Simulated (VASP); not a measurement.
# SrO (P6_3mc) in VASP: notebook, part 2 of 2

VASP 6.6.1. Earlier steps stand in the parts before.

## 4. Single point, PBE (atoms displaced along a vibrational mode, the cell strained)

INCAR reads:

```
  PREC = Accurate
  ENCUT = 520
  EDIFF = 1E-6
  ISMEAR = 0
  SIGMA = 0.05
  LREAL = F
  LASPH = T
  NELM = 100
  ALGO = Normal
  ISIF = 2
  LWAVE = F
  LCHARG = F
  GGA = PE
  NBANDS = 24
```

KPOINTS reads:

```
regular mesh
0
Gamma
  9 9 4
```

POSCAR reads:

```
SrO
1.0
    3.5172128484      0.0000000000      0.0000000000
   -1.7586064242      3.0459956772      0.0000000000
    0.0000000000      0.0000000000      6.1383698542
Sr O
2 2
Direct
    0.3333333333      0.6666666667      0.2534631737
    0.6666666667      0.3333333333      0.7534631737
    0.0000000000      0.0000000000     -0.0189663906
    0.0000000000      0.0000000000      0.4810336094
```

Potentials or basis: VASP PAW PBE potentials, release 64 (Sr_sv, O).

Launch:

```console
> cat potpaw_PBE.64/Sr_sv/POTCAR potpaw_PBE.64/O/POTCAR > POTCAR
> mpirun -np 1 vasp_std > vasp.out
```

OUTCAR:

```text
PREC = Accurate
   ENCUT = 520
   EDIFF = 1E-6
   ISMEAR = 0
   LREAL = F
   LASPH = T
   NELM = 100
   ISIF = 2
   GGA = PE

 ion  position               nearest neighbor table
   1  0.333  0.667  0.253-   4 2.46   4 2.46   4 2.46   3 2.63   3 2.63   3 2.63   2 3.68   2 3.68
                             2 3.68   2 3.68   2 3.68   2 3.68   2 5.09   2 5.09   2 5.09   2 5.09
   2  0.667  0.333  0.753-   3 2.46   3 2.46   3 2.46   4 2.63   4 2.63   4 2.63   1 3.68   1 3.68
                             1 3.68   1 3.68   1 3.68   1 3.68   1 5.09   1 5.09   1 5.09   1 5.09
   3  0.000  0.000  0.981-   2 2.46   2 2.46   2 2.46   1 2.63   1 2.63   1 2.63
   4  0.000  0.000  0.481-   1 2.46   1 2.46   1 2.46   2 2.63   2 2.63   2 2.63

  LATTYP: Found a hexagonal cell.
 ALAT       =     3.5172128484
 C/A-ratio  =     1.7452369586

  Lattice vectors:

 A1 = (   3.5172128484,   0.0000000000,   0.0000000000)
 A2 = (  -1.7586064242,   3.0459956772,   0.0000000000)
 A3 = (   0.0000000000,   0.0000000000,   6.1383698542)

Analysis of symmetry for initial positions (statically):
=====================================================================
 Subroutine PRICEL returns:
 Original cell was already a primitive cell.

 Routine SETGRP: Setting up the symmetry group for a
 hexagonal supercell.

 Subroutine GETGRP returns: Found 12 space group operations
 (whereof  6 operations were pure point group operations)
 out of a pool of 24 trial point group operations.

The static configuration has the point symmetry C_3v.
 The point group associated with its full space group is C_6v.

Analysis of symmetry for dynamics (positions and initial velocities):
=====================================================================
 Subroutine PRICEL returns:
 Original cell was already a primitive cell.

 Routine SETGRP: Setting up the symmetry group for a
 hexagonal supercell.

[... 127 lines left out ...]
   IMIX   =      4    mixing-type and parameters
     AMIX     =   0.40;   BMIX     =  1.00
     AMIX_MAG =   1.60;   BMIX_MAG =  1.00
  volume/ion in A,a.u.               =      16.44       110.95
  Fermi-wavevector in a.u.,A,eV,Ry     =   1.287650  2.433306 22.559038  1.658042
  Thomas-Fermi vector in A             =   2.419651
   LORBIT       =      0    0 simple, 1 ext, 2 COOP (PROOUT), +10 PAW based schemes
   GGA     = PE    functional components
   LHFCALC =     F    Hartree Fock is set to
   AEXX    =    0.0000 exact exchange contribution
   IVDW    =     0    specifies the selected vdW correction
   LEPSILON=     F    determine dielectric tensor
   LRPA    =     F    only Hartree local field effects (RPA)
 non-spin polarized calculation
 Gauss-broadening in eV      SIGMA  =   0.05
  energy-cutoff  :      520.00
  volume of cell :       65.76
 maximum number of plane-waves:      1823
 NGX is ok and might be reduce to    28
   NGX = 13   NGY = 13   NGZ = 23

 number of electron      32.0000010 magnetization

 Free energy of the ion-electron system (eV)
  ---------------------------------------------------
  ext. energy  EPLUGINS =         0.00000000
  ---------------------------------------------------
  free energy    TOTEN  =       -23.63088171 eV

  energy without entropy =      -23.63088171  energy(sigma->0) =      -23.63088171

 E-fermi :   2.6171     XC(G=0): -10.1730

 val. band max:        2.2951201030   @ k =   0.0000   0.0000   0.0000
 cond. band min:       5.5682911825   @ k =   0.4444  -0.0000   0.0000
 fundamental gap:      3.2731710795
 Fermi energy:         2.6170845732

 k-point     1 :       0.0000    0.0000    0.0000
  band No.  band energies     occupation
      1     -30.4913      2.00000
      2     -30.3648      2.00000
      3     -14.8403      2.00000
      4     -13.3133      2.00000
      5     -12.1295      2.00000
      6     -12.1295      2.00000
[... 637 lines left out ...]
     23      12.3214      0.00000
     24      12.3216      0.00000

 [... further k-points ...]

------------------------ aborting loop because EDIFF is reached ----------------------------------------

  FORCE on cell =-STRESS in cart. coord.  units (eV):
  Direction    XX          YY          ZZ          XY          YZ          ZX
  --------------------------------------------------------------------------------------
  -------------------------------------------------------------------------------------
  Total        2.3520560      2.3520560      2.5959475      0.0000000      0.0000000      0.0000000
  in kB       57.3029850     57.3029850     63.2448986      0.0000000      0.0000000      0.0000000
  external PRESSURE =      59.2836229 kB  Pullay stress =       0.0000000 kB

 VOLUME and BASIS-vectors are now :
 -----------------------------------------------------------------------------
  energy-cutoff  :      520.00
  volume of cell :       65.76
      direct lattice vectors                 reciprocal lattice vectors
     3.517212848  0.000000000  0.000000000     0.284316032  0.164149937  0.000000000
    -1.758606424  3.045995677  0.000000000     0.000000000  0.328299875  0.000000000
     0.000000000  0.000000000  6.138369854     0.000000000  0.000000000  0.162909701

 POSITION                                       TOTAL-FORCE (eV/Angst)
 -----------------------------------------------------------------------------------
     -0.00000      2.03066      1.55585        -0.000000      0.000000     -0.408179
      1.75861      1.01533      4.62504         0.000000     -0.000000     -0.408179
      0.00000      0.00000      6.02195        -0.000000     -0.000000      0.408179
      0.00000      0.00000      2.95276         0.000000      0.000000      0.408179
 -----------------------------------------------------------------------------------
    total drift:                                0.000000     -0.000000     -0.001072

  FREE ENERGIE OF THE ION-ELECTRON SYSTEM (eV)
  ---------------------------------------------------
  free  energy   TOTEN  =       -23.6308817106 eV

  energy  without entropy=      -23.6308817106  energy(sigma->0) =      -23.63088171
```

OSZICAR:

```text
N       E                     dE             d eps       ncg     rms          rms(c)
DAV:   1     0.172365585816E+03    0.17237E+03   -0.16227E+04  1728   0.127E+03
DAV:   2    -0.181488258699E+02   -0.19051E+03   -0.18027E+03  2472   0.285E+02
DAV:   3    -0.280922214017E+02   -0.99434E+01   -0.98746E+01  2656   0.580E+01
DAV:   4    -0.283377319496E+02   -0.24551E+00   -0.24542E+00  2312   0.715E+00
DAV:   5    -0.283392521939E+02   -0.15202E-02   -0.15202E-02  2376   0.707E-01    0.250E+01
DAV:   6    -0.238030185984E+02    0.45362E+01   -0.19483E+01  1848   0.252E+01    0.290E+01
DAV:   7    -0.237008768694E+02    0.10214E+00   -0.15261E+00  2520   0.675E+00    0.191E+01
DAV:   8    -0.236451878568E+02    0.55689E-01   -0.62112E-01  1808   0.519E+00    0.239E+00
DAV:   9    -0.236279123300E+02    0.17276E-01   -0.81841E-02  2392   0.193E+00    0.490E-01
DAV:  10    -0.236302885513E+02   -0.23762E-02   -0.83812E-03  2128   0.531E-01    0.204E-01
DAV:  11    -0.236308030328E+02   -0.51448E-03   -0.15161E-03  2016   0.223E-01    0.420E-02
DAV:  12    -0.236308844912E+02   -0.81458E-04   -0.16411E-04  2368   0.717E-02    0.483E-02
DAV:  13    -0.236308811544E+02    0.33369E-05   -0.17647E-05  1952   0.301E-02    0.114E-02
DAV:  14    -0.236308817106E+02   -0.55626E-06   -0.31115E-06  2168   0.103E-02
   1 F= -.23630882E+02 E0= -.23630882E+02  d E =-.855209E-22
```

stdout:

```text
POSCAR found type information on POSCAR SrO
 POSCAR found :  2 types and       4 ions
 scaLAPACK will be used
 LDA part: xc-table for (Slater+PW92), standard interpolation
 POSCAR, INCAR and KPOINTS ok, starting setup
 FFT: planning ... GRIDC
 FFT: planning ... GRID_SOFT
 FFT: planning ... GRID
 WAVECAR not read
 entering main loop
```

Wall time 59 s (1 thread of Intel Xeon 6975P-C (Granite Rapids), shared host); peak memory 0.2 GiB.

Results:

| Property | Result |
| --- | --- |
| Free energy | -23.6309 eV |
| Pressure | 5.9 GPa |
| Largest force | 0.408 eV/Å |
| Band gap on the k mesh | 3.27 eV (least direct gap 3.36 eV) |

Forces on the atoms (eV/Å):
```
Sr   0.000  0.000 -0.408
Sr   0.000  0.000 -0.408
O    0.000  0.000  0.408
O    0.000  0.000  0.408
```

Stress tensor (GPa, compression positive):
```
5.73 0.00 0.00
0.00 5.73 0.00
0.00 0.00 6.32
```

Caveat: the cell differs from its parent crystal (atoms displaced along a vibrational mode, the cell strained); the cell stands under pressure; an odd mesh through Γ misses points on the zone boundary, where band edges can lie.

## 5. Overview

```csv
cell,gap on the mesh (eV),pressure (GPa),largest force (eV/Å)
"a = 3.488, b = 3.488, c = 6.087 Å, angles 90.0, 90.0, 120.0°, 4 atoms, atomic positions A",3.29,8.8,0.46
"a = 3.517, b = 3.517, c = 6.138 Å, angles 90.0, 90.0, 120.0°, 4 atoms, atomic positions B",3.37,6.3,0.52
"a = 3.517, b = 3.517, c = 6.138 Å, angles 90.0, 90.0, 120.0°, 4 atoms, atomic positions A",3.27,5.9,0.41
```

Alike in all rows: task single point; level PBE; potentials or basis VASP PAW PBE potentials, release 64 (Sr_sv, O); no spin polarisation; k mesh 9 × 9 × 4; cutoff (eV) 520; smearing gaussian 0.05 eV.

Caveats: the cell stands under pressure; an odd mesh through Γ misses points on the zone boundary, where band edges can lie.

Total energies depend on the potentials used, so only differences within one code and one set of settings carry meaning.
